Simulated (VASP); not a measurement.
Here is a VASP 6.6.1 calculation.

File INCAR:

```
PREC = Accurate
ENCUT = 520
EDIFF = 1E-7
ISMEAR = 1
SIGMA = 0.15
LREAL = False
LASPH = True
NELM = 80
ALGO = Normal
ISIF = 2
LWAVE = False
LCHARG = True
GGA = PS
LELF = True
LVHAR = True
NBANDS = 12
```

File KPOINTS:

```
regular mesh
0
Gamma
  14 14 14
```

POSCAR

```
Ag
1.0
   -1.6556540000      1.6556540000      1.6556540000
    1.6556540000     -1.6556540000      1.6556540000
    1.6556540000      1.6556540000     -1.6556540000
Ag
1
Direct
    0.0000000000      0.0000000000      0.0000000000
```

Potentials or basis: VASP PAW PBE potentials, release 64 (Ag).

Command:

```bash
$ cat potpaw_PBE.64/Ag/POTCAR > POTCAR
$ mpirun -np 1 vasp_std > vasp.out
```

Task: Estimate the pressure.

Result: -7.1 GPa.

Caveat: the PAW data sets were made with another functional, which shifts forces and pressure a little.
